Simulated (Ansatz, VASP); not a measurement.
## Bi in VASP and in Ansatz

```
CELL_PARAMETERS angstrom
-1.69367 1.69367 2.28375
1.69367 -1.69367 2.28375
1.69367 1.69367 -2.28375
ATOMIC_POSITIONS crystal
Bi 0.00000 0.00000 0.00000
```

Alike in both runs: task single point; functional PBEsol; dispersion D3(BJ); k mesh 18 × 18 × 18; occupations gaussian, width 0.15 eV; no spin polarisation.

```csv
,VASP,Ansatz
version,VASP 6.6.1,Ansatz 0.2.0
potentials or method,"VASP PAW PBE potentials, release 64 (Bi_d), cutoff 520 eV","scalar-relativistic, plane waves, PAW"
valence electrons in the cell,15,15
```

```tsv
	VASP	Ansatz	Ansatz less VASP
gap on the k mesh at the Fermi level (eV)	none	none	-
pressure (GPa)	7.5	7.5	+0.03
traceless stress, the component that is largest in VASP (GPa)	-0.43	-0.44	-0.004
```

VASP's potentials were made for PBE, not for PBEsol. A gap of «none» marks a metal or a gap that the smearing closes.

Neither program's run includes spin-orbit coupling.
